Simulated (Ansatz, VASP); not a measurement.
## ZnS: VASP beside Ansatz

INCAR

```
SYSTEM = ZnS
ALGO = Normal
EDIFF = 1E-6
ENCUT = 520
ISIF = 2
ISMEAR = 0
LASPH = .True.
LCHARG = .False.
LREAL = .False.
LWAVE = .False.
NBANDS = 16
NELM = 80
PREC = Accurate
SIGMA = 0.01
```

File KPOINTS:

```
k-points
0
Gamma
  8 8 8
  0 0 0
```

POSCAR

```
ZnS
1.0
    0.0000000000      2.6352267808      2.6352267808
    2.6352267808      0.0000000000      2.6352267808
    2.6352267808      2.6352267808      0.0000000000
Zn S
1 1
Direct
    0.7500000000      0.7500000000      0.7500000000
    0.0000000000      0.0000000000      0.0000000000
```

Input for Ansatz:

```yaml
crystal:
  lattice:
    - [0.0, 2.63522678076, 2.63522678076]
    - [2.63522678076, 0.0, 2.63522678076]
    - [2.63522678076, 2.63522678076, 0.0]
  atoms:
    - { symbol: Zn, position: [0.75, 0.75, 0.75] }
    - { symbol: S, position: [0.0, 0.0, 0.0] }
kpoints:
  mp_grid: { grid: [8, 8, 8] }
scf:
  occupations: { method: fixed }
  convergence: { dr2_threshold: 1.0e-10 }
hamiltonian:
  xc: lda
  pseudopotentials: { kind: all_electron, lapw: { basis_error: 0.0005 } }
output:
  forces: true
  stress: true
  eigenstates:
    kpoints:
      - [0.0, 0.0, 0.0]
      - [0.5, 0.5, 0.0]
      - [0.5, 0.0, 0.5]
      - [0.0, 0.5, 0.5]
      - [0.0, 0.5, 0.0]
      - [0.5, 0.0, 0.0]
      - [0.0, 0.0, 0.5]
      - [0.5, 0.5, 0.5]
  eigenvalues: true
```

Alike in both runs: task single point; functional LDA; k mesh 8 × 8 × 8; no spin polarisation.

```csv
,VASP,Ansatz
version,VASP 6.6.1,Ansatz 0.2.0
potentials or method,"VASP PAW LDA potentials, release 64 (Zn, S), cutoff 520 eV","all-electron LAPW, scalar-relativistic"
occupations,"gaussian, width 0.01 eV",fixed
```

|  | VASP | Ansatz | Ansatz less VASP |
| --- | --- | --- | --- |
| gap on the k mesh at the Fermi level (eV) | 2.23 | 2.19 | -0.034 |
| pressure (GPa) | 1.6 | 1.3 | -0.23 |

LDA's correlation is that of Perdew and Zunger in VASP and of Perdew and Wang (1992) in Ansatz. Ansatz ran all-electron here, and VASP with PAW potentials.
